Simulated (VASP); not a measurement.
Ti2C, 3 atoms in the cell. Symmetry: R-3m, No. 166, trigonal system. The conventional cell has a = 2.996 Å, b = 2.996 Å, c = 13.977 Å, α = 90.00°, β = 90.00°, γ = 120.00°. Within 2.7 Å of Ti (site symmetry 3m) lie 3 C at 2.06 Å. Within 2.7 Å of C (site symmetry -3m) lie 6 Ti at 2.06 Å. 

```yaml
Program: VASP 6.6.1
Task: relaxation of shape and atoms at fixed volume
Functional: PBEsol
Potentials_or_basis: VASP PAW PBE potentials, release 64 (Ti_sv, C)
Cutoff: 600 eV
k_mesh: 18 × 18 × 18
Occupations: gaussian, width 0.1 eV
Spin: no spin polarisation
Dipole_correction: no
Further_INCAR_settings: ALGO = Normal; EDIFF = 1e-07; IBRION = 2; EDIFFG = -0.01; NSW = 50; ISIF = 4
```

Potentials or basis: VASP PAW PBE potentials, release 64 (Ti_sv, C).

The run is started by

```sh
$ cat potpaw_PBE.64/Ti_sv/POTCAR potpaw_PBE.64/C/POTCAR > POTCAR
$ mpirun -np 1 vasp_std > vasp.out
```

Hardware: 1 thread of Intel(R) Xeon(R) 6975P-C (Granite Rapids) (shared host).

Problem. Estimate the wall time of this run.

Solution. Run time: 22 min on 1 thread of Intel(R) Xeon(R) 6975P-C (Granite Rapids), with other jobs on the host, peak memory 0.59 GiB. Counts: scf iterations 43, k points 580, ion steps 5.
